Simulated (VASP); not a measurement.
# WS2 in VASP: notebook

WS2 is run at these levels: PBE; tasks: single point.

All numbers are computed with VASP 6.6.1; they aren't measurements. Logs are shortened: lines on timing, memory, paths and dates and some standing lists are left out, and cuts for length are marked.

### 1 The cell of the first run

The cell holds a slab with vacuum, 6 atoms: a = 3.183 Å, b = 3.183 Å, c = 23.669 Å, α = 90.00°, β = 90.00°, γ = 120.00°.

### 2 Single point, PBE

INCAR reads:

```
PREC     = Accurate       # precision mode
ENCUT    = 520            # plane-wave cutoff, eV
EDIFF    = 1E-7           # SCF threshold, eV
ISMEAR   = -1             # smearing method
SIGMA    = 0.05           # smearing width, eV
LREAL    = F              # projectors in reciprocal space
LASPH    = T              # aspherical terms in the spheres
NELM     = 60             # most SCF steps
ALGO     = Normal         # electronic algorithm
ISIF     = 2              # what is computed and relaxed
LWAVE    = F              # write WAVECAR
LCHARG   = F              # write CHGCAR
GGA      = PE             # functional
NBANDS   = 35             # bands
```

KPOINTS reads:

```
regular mesh
0
Gamma
  3 3 1
```

POSCAR reads:

```
WS2
1.0
    3.1832100000      0.0000000000      0.0000000000
   -1.5916000000      2.7567400000      0.0000000000
    0.0000000000      0.0000000000     23.6687600000
W S
2 4
Direct
    0.3333333333      0.6666666667      0.6373200000
    0.6666666667      0.3333333333      0.3626800000
    0.3333333333      0.6666666667      0.2968200000
    0.6666666667      0.3333333333      0.5714400000
    0.3333333333      0.6666666667      0.4285600000
    0.6666666667      0.3333333333      0.7031800000
```

Potentials or basis: VASP PAW PBE potentials, release 64 (W_sv, S).

Started as:

```sh
> cat potpaw_PBE.64/W_sv/POTCAR potpaw_PBE.64/S/POTCAR > POTCAR
> mpirun -np 1 vasp_std > vasp.out
```

OUTCAR:

```text
PREC = Accurate
   ENCUT = 520
   EDIFF = 1E-7
   ISMEAR = -1
   LREAL = F
   LASPH = T
   NELM = 60
   ISIF = 2
   GGA = PE

 ion  position               nearest neighbor table
   1  0.333  0.667  0.637-   6 2.41   6 2.41   6 2.41   4 2.41   4 2.41   4 2.41
   2  0.667  0.333  0.363-   3 2.41   3 2.41   3 2.41   5 2.41   5 2.41   5 2.41
   3  0.333  0.667  0.297-   2 2.41   2 2.41   2 2.41
   4  0.667  0.333  0.571-   1 2.41   1 2.41   1 2.41
   5  0.333  0.667  0.429-   2 2.41   2 2.41   2 2.41
   6  0.667  0.333  0.703-   1 2.41   1 2.41   1 2.41

  LATTYP: Found a hexagonal cell.
 ALAT       =     3.1832100000
 C/A-ratio  =     7.4355006424

  Lattice vectors:

 A1 = (   3.1832100000,   0.0000000000,   0.0000000000)
 A2 = (  -1.5916000000,   2.7567400000,   0.0000000000)
 A3 = (   0.0000000000,   0.0000000000,  23.6687600000)

Analysis of symmetry for initial positions (statically):
=====================================================================
 Subroutine PRICEL returns:
 Original cell was already a primitive cell.

 Routine SETGRP: Setting up the symmetry group for a
 hexagonal supercell.

 Subroutine GETGRP returns: Found 12 space group operations
 (whereof 12 operations were pure point group operations)
 out of a pool of 24 trial point group operations.

The static configuration has the point symmetry D_3d.

Analysis of symmetry for dynamics (positions and initial velocities):
=====================================================================
 Subroutine PRICEL returns:
 Original cell was already a primitive cell.

 Routine SETGRP: Setting up the symmetry group for a
 hexagonal supercell.

 Subroutine GETGRP returns: Found 12 space group operations
 (whereof 12 operations were pure point group operations)
 out of a pool of 24 trial point group operations.

The dynamic configuration has the point symmetry D_3d.

 Subroutine INISYM returns: Found 12 space group operations
 (whereof 12 operations are pure point group operations),
 and found     1 'primitive' translations

----------------------------------------------------------------------------------------

                                     Primitive cell

  volume of cell :     207.7001

  direct lattice vectors                    reciprocal lattice vectors
     3.183210000  0.000000000  0.000000000     0.314148297  0.181373082  0.000000000
    -1.591600000  2.756740000  0.000000000     0.000000000  0.362747303  0.000000000
     0.000000000  0.000000000 23.668760000     0.000000000  0.000000000  0.042249784

  length of vectors
     3.183210000  3.183206872 23.668760000     0.362746946  0.362747303  0.042249784

  position of ions in fractional coordinates (direct lattice)
     0.333333333  0.666666667  0.637320000
     0.666666667  0.333333333  0.362680000
     0.333333333  0.666666667  0.296820000
     0.666666667  0.333333333  0.571440000
     0.333333333  0.666666667  0.428560000
     0.666666667  0.333333333  0.703180000

  ion indices of the primitive-cell ions
   primitive index   ion index
                 1           1
                 2           2
                 3           3
                 4           4
                 5           5
                 6           6

----------------------------------------------------------------------------------------

 KPOINTS: regular mesh

Automatic generation of k-mesh.
 Grid dimensions read from file:
 generate k-points for:    3    3    1

 Generating k-lattice:

  Cartesian coordinates                     Fractional coordinates (reciprocal lattice)
     0.104716099  0.060457694  0.000000000     0.333333333  0.000000000  0.000000000
     0.000000000  0.120915768  0.000000000     0.000000000  0.333333333  0.000000000
     0.000000000  0.000000000  0.042249784     0.000000000  0.000000000  1.000000000

  Length of vectors
     0.120915649  0.120915768  0.042249784

  Shift w.r.t. Gamma in fractional coordinates (k-lattice)
     0.000000000  0.000000000  0.000000000

 Subroutine IBZKPT returns following result:
 ===========================================

 Found      3 irreducible k-points:

 Following reciprocal coordinates:
            Coordinates               Weight
  0.000000  0.000000  0.000000      1.000000
  0.333333  0.000000  0.000000      6.000000
  0.333333  0.333333  0.000000      2.000000
   k-points           NKPTS =      3   k-points in BZ     NKDIM =      3   number of bands    NBANDS=     35
   number of dos      NEDOS =    301   number of ions     NIONS =      6
   total plane-waves  NPLWV = 103680
   dimension x,y,z NGX =    24 NGY =   24 NGZ =  180
   dimension x,y,z NGXF=    48 NGYF=   48 NGZF=  360
   ions per type =               2   4
   NGX,Y,Z   is equivalent  to a cutoff of  12.53, 12.53, 12.64 a.u.
   NGXF,Y,Z  is equivalent  to a cutoff of  25.07, 25.07, 25.29 a.u.
 SYSTEM =  unknown system
   PREC   = accura    normal or accurate (medium, high low for compatibility)
   ISTART =      0    job   : 0-new  1-cont  2-samecut
   ICHARG =      2    charge: 1-file 2-atom 10-const
   ISPIN  =      1    spin polarized calculation?
   LNONCOLLINEAR =      F non collinear calculations
   LSORBIT =      F    spin-orbit coupling
   LASPH  =      T    aspherical Exc in radial PAW
   ENCUT  =  520.0 eV  38.22 Ry    6.18 a.u.   5.92  5.92 44.01*2*pi/ulx,y,z
   NELM   =     60;   NELMIN=  2; NELMDL= -5     # of ELM steps
   EDIFF  = 0.1E-06   stopping-criterion for ELM
   LREAL  =      F    real-space projection
   EDIFFG = 0.1E-05   stopping-criterion for IOM
   NSW    =      0    number of steps for IOM
   IBRION =     -1    ionic relax: 0-MD 1-quasi-New 2-CG
   NFREE  =      0    steps in history (QN), initial steepest desc. (CG)
   ISIF   =      2    stress and relaxation
   ISYM   =      2    0-nonsym 1-usesym 2-fastsym
   POTIM  = 0.5000    time-step for ionic-motion
   TEBEG  =    0.0;   TEEND  =   0.0 temperature during run
   PSTRESS=    0.0 pullay stress
   NELECT =      52.0000    total number of electrons
   NUPDOWN=      -1.0000    fix difference up-down
   EMIN   =  10.00;   EMAX   =-10.00  energy-range for DOS
   EFERMI =   0.00;   METHOD = LEGACY
   ISMEAR =    -1;   SIGMA  =   0.05  broadening in eV -4-tet -1-fermi 0-gaus
   EFERMI_NEDOS =   21; number of points for ismear=-14 and -15
   IALGO  =     38    algorithm
   IMIX   =      4    mixing-type and parameters
     AMIX     =   0.40;   BMIX     =  1.00
     AMIX_MAG =   1.60;   BMIX_MAG =  1.00
  volume/ion in A,a.u.               =      34.62       233.60
  Fermi-wavevector in a.u.,A,eV,Ry     =   1.031804  1.949826 14.485019  1.064619
  Thomas-Fermi vector in A             =   2.165970
   LORBIT       =      0    0 simple, 1 ext, 2 COOP (PROOUT), +10 PAW based schemes
   GGA     = PE    functional components
   LHFCALC =     F    Hartree Fock is set to
   AEXX    =    0.0000 exact exchange contribution
   IVDW    =     0    specifies the selected vdW correction
   LEPSILON=     F    determine dielectric tensor
   LRPA    =     F    only Hartree local field effects (RPA)
 non-spin polarized calculation
  energy-cutoff  :      520.00
  volume of cell :      207.70
 maximum number of plane-waves:      5628
 NGX is ok and might be reduce to    24
   NGX = 11   NGY = 11   NGZ = 89

 number of electron      52.0000005 magnetization

 Free energy of the ion-electron system (eV)
  ---------------------------------------------------
  ext. energy  EPLUGINS =         0.00000000
  ---------------------------------------------------
  free energy    TOTEN  =       -47.27305279 eV

  energy without entropy =      -47.27305262  energy(sigma->0) =      -47.27305271

 E-fermi :   1.7574     XC(G=0):  -6.1373

 val. band max:        1.0265628396   @ k =   0.0000   0.0000   0.0000
 cond. band min:       2.5559217861   @ k =   0.3333   0.3333   0.0000
 fundamental gap:      1.5293589465
 Fermi energy:         1.7573768357

 k-point     1 :       0.0000    0.0000    0.0000
  band No.  band energies     occupation
      1     -73.1968      2.00000
      2     -73.1968      2.00000
      3     -37.5022      2.00000
      4     -37.5022      2.00000
      5     -37.2673      2.00000
      6     -37.2673      2.00000
[... 27 lines left out ...]
     34       3.8269      0.00000
     35       5.7544      0.00000

 k-point     2 :       0.3333    0.0000    0.0000
  band No.  band energies     occupation
      1     -73.1843      2.00000
      2     -73.1843      2.00000
      3     -37.5188      2.00000
      4     -37.5188      2.00000
      5     -37.4560      2.00000
      6     -37.4560      2.00000
[... 27 lines left out ...]
     34       5.2782      0.00000
     35       7.2804      0.00000

 k-point     3 :       0.3333    0.3333    0.0000
  band No.  band energies     occupation
      1     -73.1780      2.00000
      2     -73.1780      2.00000
      3     -37.5170      2.00000
      4     -37.5170      2.00000
      5     -37.4829      2.00000
      6     -37.4829      2.00000
[... 27 lines left out ...]
     34       6.2874      0.00000
     35       7.4905      0.00000

------------------------ aborting loop because EDIFF is reached ----------------------------------------

  FORCE on cell =-STRESS in cart. coord.  units (eV):
  Direction    XX          YY          ZZ          XY          YZ          ZX
  --------------------------------------------------------------------------------------
  -------------------------------------------------------------------------------------
  Total        1.2834459      1.2834452      0.9546011      0.0000023      0.0000000      0.0000000
  in kB        9.9003724      9.9003672      7.3636970      0.0000180      0.0000000      0.0000000
  external PRESSURE =       9.0548122 kB  Pullay stress =       0.0000000 kB

 VOLUME and BASIS-vectors are now :
 -----------------------------------------------------------------------------
  energy-cutoff  :      520.00
  volume of cell :      207.70
      direct lattice vectors                 reciprocal lattice vectors
     3.183210000  0.000000000  0.000000000     0.314148297  0.181373082  0.000000000
    -1.591600000  2.756740000  0.000000000     0.000000000  0.362747303  0.000000000
     0.000000000  0.000000000 23.668760000     0.000000000  0.000000000  0.042249784

 POSITION                                       TOTAL-FORCE (eV/Angst)
 -----------------------------------------------------------------------------------
      0.00000      1.83783     15.08457        -0.000000     -0.000000      0.031670
      1.59161      0.91891      8.58419        -0.000000      0.000000     -0.031670
      0.00000      1.83783      7.02536        -0.000000      0.000000     -0.097705
      1.59161      0.91891     13.52528         0.000000     -0.000000     -0.039842
      0.00000      1.83783     10.14348         0.000000      0.000000      0.039842
      1.59161      0.91891     16.64340         0.000000      0.000000      0.097705
 -----------------------------------------------------------------------------------
    total drift:                                0.000000     -0.000000      0.000000

  FREE ENERGIE OF THE ION-ELECTRON SYSTEM (eV)
  ---------------------------------------------------
  free  energy   TOTEN  =       -47.2730527910 eV

  energy  without entropy=      -47.2730526225  energy(sigma->0) =      -47.27305271
```

It used 130 s of CPU time on 1 thread of AMD EPYC 7R13 Processor (Zen 3), on a shared host.

What came out:

```
Free energy            : -47.2731 eV
Largest force          : 0.098 eV/Å
Band gap on the k mesh : 1.53 eV, indirect (least direct gap 1.75 eV)
```

Forces in eV/Å, atoms in the order of the input:
```
W    0.000  0.000  0.032
W    0.000  0.000 -0.032
S    0.000  0.000 -0.098
S    0.000  0.000 -0.040
S    0.000  0.000  0.040
S    0.000  0.000  0.098
```

Levels at points of the mesh, in eV from the valence-band top:
```
           k point  band 24  band 25  band 26  band 27  band 28  band 29
(0.00, 0.00, 0.00)    -1.95    -0.47     0.00     2.59     2.59     2.59
```

Caveat: the k points lie up to 0.76 Å⁻¹ apart; spin-orbit coupling is left out, which moves the levels of the heavy elements.

### 3 Single point, PBE

INCAR reads:

```
SYSTEM = WS2
PREC = Accurate
ENCUT = 520
EDIFF = 1E-6
ISMEAR = -1
SIGMA = 0.05
LREAL = .FALSE.
LASPH = .TRUE.
NELM = 60
ALGO = Normal
ISIF = 2
LWAVE = .FALSE.
LCHARG = .FALSE.
GGA = PE
NBANDS = 35
```

KPOINTS reads:

```
Automatic mesh
0
G
  4 4 1
  0 0 0
```

POSCAR is that of step 2.

Potentials or basis: VASP PAW PBE potentials, release 64 (W_sv, S).

Started as:

```sh
> cat potpaw_PBE.64/W_sv/POTCAR potpaw_PBE.64/S/POTCAR > POTCAR
> mpirun -np 1 vasp_std > vasp.out
```

It used 190 s of CPU time on 1 thread of AMD EPYC 7R13 Processor (Zen 3), with other jobs on the host.

It converged, with:

- Free energy: -47.4400 eV
- Largest force: 0.220 eV/Å
- Band gap on the k mesh: 1.89 eV, indirect (least direct gap 2.58 eV)

Forces on the atoms (eV/Å):
```
W    0.000  0.000  0.015
W    0.000  0.000 -0.015
S    0.000  0.000 -0.220
S    0.000  0.000 -0.175
S    0.000  0.000  0.175
S    0.000  0.000  0.220
```

Levels at points of the mesh, in eV from the valence-band top:
| k point | band 24 | band 25 | band 26 | band 27 | band 28 | band 29 |
| --- | --- | --- | --- | --- | --- | --- |
| (0.00, 0.00, 0.00) | -1.96 | -0.48 | 0.00 | 2.58 | 2.58 | 2.58 |
| (0.50, 0.00, 0.00) | -1.60 | -1.26 | -1.22 | 2.54 | 2.55 | 2.97 |

Caveat: the k points lie up to 0.57 Å⁻¹ apart; spin-orbit coupling is left out, which moves the levels of the heavy elements.

### 4 Single point, PBE

INCAR reads:

```
  PREC = Accurate
  ENCUT = 520
  EDIFF = 1E-7
  ISMEAR = -1
  SIGMA = 0.05
  LREAL = F
  LASPH = T
  NELM = 60
  ALGO = Normal
  ISIF = 2
  LWAVE = F
  LCHARG = F
  GGA = PE
  NBANDS = 35
```

KPOINTS reads:

```
Automatic mesh
0
Gamma
  5 5 1
```

POSCAR is that of step 3.

Started as:

```sh
> cat potpaw_PBE.64/W_sv/POTCAR potpaw_PBE.64/S/POTCAR > POTCAR
> mpirun -np 1 vasp_std > vasp.out
```

It used 120 s of CPU time on 1 thread of AMD EPYC 7R13 Processor (Zen 3), with other jobs on the host.

Results (log left out):

```yaml
Free_energy: -47.3317 eV
Largest_force: 0.274 eV/Å
Band_gap_on_the_k_mesh: 1.69 eV, indirect (least direct gap 2.58 eV)
```

Forces in eV/Å, atoms in the order of the input:
```
W    0.000  0.000  0.009
W    0.000  0.000 -0.009
S    0.000  0.000 -0.274
S    0.000  0.000 -0.226
S    0.000  0.000  0.226
S    0.000  0.000  0.274
```

Levels at points of the mesh, in eV from the valence-band top:
```csv
k point,band 24,band 25,band 26,band 27,band 28,band 29
"(0.00, 0.00, 0.00)",-1.96,-0.48,0.00,2.58,2.58,2.58
```

Caveat: the k points lie up to 0.46 Å⁻¹ apart; spin-orbit coupling is left out, which moves the levels of the heavy elements.

(Continued in part 2 of 2.)
